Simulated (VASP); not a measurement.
A run of VASP 6.6.1 is set up as follows.

Contents of INCAR:

```
SYSTEM = Zn3Se2S
  PREC = Accurate
  ENCUT = 520
  EDIFF = 1E-7
  ISMEAR = 0
  SIGMA = 0.1
  LREAL = .False.
  LASPH = .True.
  NELM = 100
  ALGO = Normal
  ISIF = 2
  LWAVE = .False.
  LCHARG = .False.
  GGA = PE
  NBANDS = 66
```

File KPOINTS:

```
Automatic mesh
0
Gamma
  6 6 1
  0 0 0
```

The input POSCAR:

```
Zn3Se2S
1.0
    3.9800153247      0.0000000289      0.0000000000
   -1.9900076873      3.4467943642      0.0000000000
    0.0000000000      0.0000000000     19.6088582000
Zn Se S
6 4 2
Direct
    0.3333333333      0.6666666667      0.9970500000
    0.3333333333      0.6666666667      0.3399970000
    0.3333333333      0.6666666667      0.6685150000
    0.6666666667      0.3333333333      0.1685150000
    0.6666666667      0.3333333333      0.4970500000
    0.6666666667      0.3333333333      0.8399970000
    0.3333333333      0.6666666667      0.1240150000
    0.3333333333      0.6666666667      0.7950320000
    0.6666666667      0.3333333333      0.2950320000
    0.6666666667      0.3333333333      0.6240150000
    0.3333333333      0.6666666667      0.4603920000
    0.6666666667      0.3333333333      0.9603920000
```

Potentials or basis: VASP PAW PBE potentials, release 64 (Zn, Se, S).

The run is started by

```console
$ cat potpaw_PBE.64/Zn/POTCAR potpaw_PBE.64/Se/POTCAR potpaw_PBE.64/S/POTCAR > POTCAR
$ mpirun -np 1 vasp_std > vasp.out
```

**Question.** What does it give for the pressure?

**Answer.** 0.2 GPa.

**Question.** Predict the largest force.

**Answer.** 0.006 eV/Å.

**Question.** Estimate the band gap on the k mesh.

**Answer.** 1.30 eV.

Forces on the atoms (eV/Å):
```
Zn   0.000  0.000 -0.002
Zn   0.000  0.000  0.001
Zn   0.000  0.000  0.004
Zn   0.000  0.000  0.004
Zn   0.000  0.000 -0.002
Zn   0.000  0.000  0.001
Se   0.000  0.000 -0.006
Se   0.000  0.000 -0.003
Se   0.000  0.000 -0.003
Se   0.000  0.000 -0.006
S    0.000  0.000  0.006
S    0.000  0.000  0.006
```
